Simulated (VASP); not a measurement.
Wanted: the native input for a VASP 6.6.1 run.

* Task: single point
* Functional: PBE
* Potentials or basis: VASP PAW PBE potentials, release 64 (Ti_sv, C)
* Cutoff: 520 eV
* k mesh: 10 × 10 × 10
* Occupations: gaussian, width 0.1 eV
* Spin: no spin polarisation
* Dipole correction: no
* Further INCAR settings: ALGO = Normal; EDIFF = 1e-06; NBANDS = 39

The structure of Ti4C3 lies in POSCAR:

```
Ti4C3
1.0
    4.3948775759      0.0000000000      0.0000000000
    0.0000000000      4.3948775759      0.0000000000
    0.0000000000      0.0000000000      4.3948775759
Ti C
4 3
Direct
    0.0000000000      0.0000000000      0.0000000000
    0.0000000000      0.5000000000      0.5000000000
    0.5000000000      0.0000000000      0.5000000000
    0.5000000000      0.5000000000      0.0000000000
    0.5000000000      0.0000000000      0.0000000000
    0.0000000000      0.5000000000      0.0000000000
    0.0000000000      0.0000000000      0.5000000000
```

This cell differs from its parent crystal: volume scaled by 1.06.

The input as run:

INCAR

```
SYSTEM = Ti4C3
PREC = Accurate ; ENCUT = 520
EDIFF = 1E-6 ; ISMEAR = 0
SIGMA = 0.1 ; LREAL = .FALSE.
LASPH = .TRUE. ; NELM = 100
ALGO = Normal ; ISIF = 2
LWAVE = .FALSE. ; LCHARG = .FALSE.
GGA = PE ; NBANDS = 39
```

KPOINTS

```
Automatic mesh
0
G
  10 10 10
  0 0 0
```

Potentials or basis: VASP PAW PBE potentials, release 64 (Ti_sv, C).

The run is started by

```console
$ cat potpaw_PBE.64/Ti_sv/POTCAR potpaw_PBE.64/C/POTCAR > POTCAR
$ mpirun -np 1 vasp_std > vasp.out
```

Results of the run:

- Pressure: -11.1 GPa
- Band gap on the k mesh: zero (band 30 reaches 8.95 eV, above the bottom of band 31 at 7.84 eV)

It took 2.8 min on 1 thread of AMD EPYC 9R14 (Zen 4) (shared host), peak memory 0.26 GiB.
